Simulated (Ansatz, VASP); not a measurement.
## CaF in VASP and in Ansatz

```
Ca F
1.0
     3.78510    0.00000    0.00000
     0.00000    3.78510    0.00000
     0.00000    0.00000    5.40544
Ca F
2 2
Direct
  0.50000 0.50000 0.00000
  0.00000 0.00000 0.00000
  0.50000 0.50000 0.64238
  0.50000 0.50000 0.35762
```

Alike in both runs: task relaxation of cell and atoms; functional PBE; k mesh 4 × 4 × 4; occupations gaussian, width 0.1 eV; no spin polarisation.

|  | VASP | Ansatz |
| --- | --- | --- |
| version | VASP 6.6.1 | Ansatz 0.2.0 |
| potentials or method | VASP PAW PBE potentials, release 64 (Ca_sv, F), cutoff 600 eV | scalar-relativistic, plane waves, PAW |
| valence electrons in the cell | 34 | 34 |

Ansatz gave:

| Property | Result |
| --- | --- |
| gap on the k mesh at the Fermi level, each at its own relaxed structure (eV) | none |
| relaxed volume (Å³/atom) | 54.04 |
| relaxed cell length with the largest relative difference (Å) | 5.335 |

Task: Which values does VASP return?

Result: gap on the k mesh at the Fermi level, each at its own relaxed structure (eV): none; relaxed volume (Å³/atom): 36.06; relaxed cell length with the largest relative difference (Å): 4.661.

A gap of «none» marks a metal or a gap that the smearing closes. One of these differences is far larger than is usual between the two programs; its cause wasn't traced.

The k mesh is coarse, so the values compare programs but aren't converged. Noted on VASP's run: the volume moved by over 15 % at a fixed basis, so the end points are rough.
